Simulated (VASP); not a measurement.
A run of VASP 6.6.1 is set up as follows.

The input INCAR:

```
SYSTEM = SnO2
ALGO = Normal ; EDIFF = 1E-7
ENCUT = 520 ; GGA = RP
ISIF = 2 ; ISMEAR = -1
LASPH = .True. ; LCHARG = .True.
LELF = .True. ; LREAL = .False.
LVHAR = .True. ; LWAVE = .False.
NBANDS = 20 ; NELM = 60
PREC = Accurate ; SIGMA = 0.05
```

File KPOINTS:

```
k-points
0
Gamma
  10 10 10
  0 0 0
```

The input POSCAR:

```
SnO2
1.0
    1.6247219209      0.9380336384      5.7174636502
   -1.6247219209      0.9380336384      5.7174636502
    0.0000000000     -1.8760672768      5.7174636502
Sn O
1 2
Direct
    0.5000000000      0.5000000000      0.5000000000
    0.7739118894      0.7739118894      0.7739118894
    0.2260881106      0.2260881106      0.2260881106
```

Potentials or basis: VASP PAW PBE potentials, release 64 (Sn_d, O).

Command:

```bash
$ cat potpaw_PBE.64/Sn_d/POTCAR potpaw_PBE.64/O/POTCAR > POTCAR
$ mpirun -np 1 vasp_std > vasp.out
```

(1) Predict the band gap on the k mesh.

(2) Predict the pressure.

(3) What does it give for the largest force?

## Answers

(1) 2.28 eV, indirect (least direct gap 2.63 eV).

(2) 0.4 GPa.

(3) 0.049 eV/Å.

Caveat: the PAW data sets were made with another functional, which shifts forces and pressure a little; spin-orbit coupling is left out, which moves the levels of the heavy elements.
